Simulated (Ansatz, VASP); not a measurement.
## KI in VASP and in Ansatz

Contents of INCAR:

```
PREC = Accurate
ENCUT = 520
EDIFF = 1E-6
ISMEAR = 0
SIGMA = 0.05
LREAL = False
LASPH = True
NELM = 60
ALGO = Normal
ISIF = 2
LWAVE = False
LCHARG = False
GGA = PE
NBANDS = 15
```

The input KPOINTS:

```
Automatic mesh
0
Gamma
  6 6 6
```

The input POSCAR:

```
KI
1.0
    0.0000000000      3.4364362500      3.4364362500
    3.4364362500      0.0000000000      3.4364362500
    3.4364362500      3.4364362500      0.0000000000
K I
1 1
Direct
    0.0000000000      0.0000000000      0.0000000000
    0.5000000000      0.5000000000      0.5000000000
```

Input for Ansatz:

```yaml
crystal:
  lattice:
    - [0.0, 3.43643625, 3.43643625]
    - [3.43643625, 0.0, 3.43643625]
    - [3.43643625, 3.43643625, 0.0]
  atoms:
    - { symbol: K, position: [0.0, 0.0, 0.0] }
    - { symbol: I, position: [0.5, 0.5, 0.5] }
basis:
  ecutwfc: 420
kpoints:
  mp_grid: { grid: [6, 6, 6] }
hamiltonian:
  xc: pbe
scf:
  occupations: { method: gaussian, width: 0.05 }
output:
  forces: true
  stress: true
  eigenvalues: true
```

Change from the starting cell: strain -0.025 along x and y, -0.025 along z, atoms carried along.

Alike in both runs: task single point; functional PBE; k mesh 6 × 6 × 6; occupations gaussian, width 0.05 eV; no spin polarisation.

|  | VASP | Ansatz |
| --- | --- | --- |
| version | VASP 6.6.1 | Ansatz 0.2.0 |
| potentials or method | VASP PAW PBE potentials, release 64 (K_sv, I), cutoff 520 eV | scalar-relativistic, plane waves, PAW |
| valence electrons in the cell | 16 | 26 |

```csv
,VASP,Ansatz,Ansatz less VASP
gap on the k mesh at the Fermi level (eV),4.17,4.17,+0.005
least direct gap on the mesh (eV),4.17,4.17,+0.005
pressure (GPa),2.0,1.9,-0.05
```

VASP's potentials hold 16 valence electrons a cell and Ansatz's 26, so a difference there can come from the potentials and not from the codes.

Spin-orbit coupling is off throughout.
